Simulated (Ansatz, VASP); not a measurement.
**BAs: VASP beside Ansatz**

File INCAR:

```
SYSTEM = BAs
ALGO     = Normal         ! electronic algorithm
EDIFF    = 1E-6           ! SCF threshold, eV
ENCUT    = 560            ! plane-wave cutoff, eV
GGA      = RP             ! functional
GGA_COMPAT= .False.      
ISIF     = 2              ! what is computed and relaxed
ISMEAR   = -1             ! smearing method
IVDW     = 13             ! dispersion correction
LASPH    = .True.         ! aspherical terms in the spheres
LCHARG   = .False.        ! write CHGCAR
LREAL    = .False.        ! projectors in reciprocal space
LWAVE    = .False.        ! write WAVECAR
NBANDS   = 16             ! bands
NELM     = 120            ! most SCF steps
PREC     = Accurate       ! precision mode
SIGMA    = 0.05           ! smearing width, eV
```

Contents of KPOINTS:

```
k-points
0
Gamma
  10 10 10
  0 0 0
```

POSCAR

```
BAs
1.0
    0.0000000000      2.3885000000      2.3885000000
    2.3885000000      0.0000000000      2.3885000000
    2.3885000000      2.3885000000      0.0000000000
As B
1 1
Direct
    0.7500000000      0.7500000000      0.7500000000
    0.0000000000      0.0000000000      0.0000000000
```

Contents of input.yaml:

```yaml
crystal:
  lattice:
    - [0.0, 2.3885, 2.3885]
    - [2.3885, 0.0, 2.3885]
    - [2.3885, 2.3885, 0.0]
  atoms:
    - { symbol: As, position: [0.75, 0.75, 0.75] }
    - { symbol: B, position: [0.0, 0.0, 0.0] }
hamiltonian:
  xc: rpbe
  pseudopotentials: { kind: paw }
  dispersion: d4
kpoints:
  mp_grid: { grid: [10, 10, 10] }
scf:
  occupations: { method: fermi_dirac, width: 0.05 }
output:
  forces: true
  stress: true
  eigenvalues: true
```

Alike in both runs: task single point; functional RPBE; dispersion D4; k mesh 10 × 10 × 10; occupations fermi-dirac, width 0.05 eV; no spin polarisation.

|  | VASP | Ansatz |
| --- | --- | --- |
| version | VASP 6.6.1 | Ansatz 0.2.0 |
| potentials or method | VASP PAW PBE potentials, release 64 (As_d, B) | Ansatz PAW |
| plane-wave cutoff (eV) | 560 | 420 |
| valence electrons in the cell | 18 | 18 |

|  | VASP | Ansatz | Ansatz less VASP |
| --- | --- | --- | --- |
| gap on the k mesh at the Fermi level (eV) | 1.22 | 1.22 | -0.002 |
| least direct gap on the mesh (eV) | 3.29 | 3.28 | -0.005 |
| pressure (GPa) | -4.9 | -4.7 | +0.19 |

VASP's potentials were made for PBE, not for RPBE.
